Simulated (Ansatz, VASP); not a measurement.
## One calculation of BAs, two programs

```
B As
1.0
     0.00000    2.18849    2.84503
     2.18849    0.00000    2.84503
     2.18849    2.18849    0.00000
B As
1 1
Direct
  0.00000 0.00000 0.00000
  0.75000 0.75000 0.75000
```

Alike in both runs: task single point; functional PBEsol; k mesh 12 × 12 × 12; occupations gaussian, width 0.05 eV; no spin polarisation.

|  | VASP | Ansatz |
| --- | --- | --- |
| version | VASP 6.6.1 | Ansatz 0.2.0 |
| potentials or method | VASP PAW PBE potentials, release 64 (B, As), cutoff 520 eV | scalar-relativistic, plane waves, PAW |
| valence electrons in the cell | 8 | 18 |

```csv
,VASP,Ansatz,Ansatz less VASP
gap on the k mesh at the Fermi level (eV),none,none,-
pressure (GPa),0.5,-0.3,-0.77
"traceless stress, the component that is largest in VASP (GPa)",-44.78,-44.96,-0.175
```

VASP's potentials were made for PBE, not for PBEsol. A gap of «none» marks a metal or a gap that the smearing closes. VASP's potentials hold 8 valence electrons a cell and Ansatz's 18, so a difference there can come from the potentials and not from the codes.
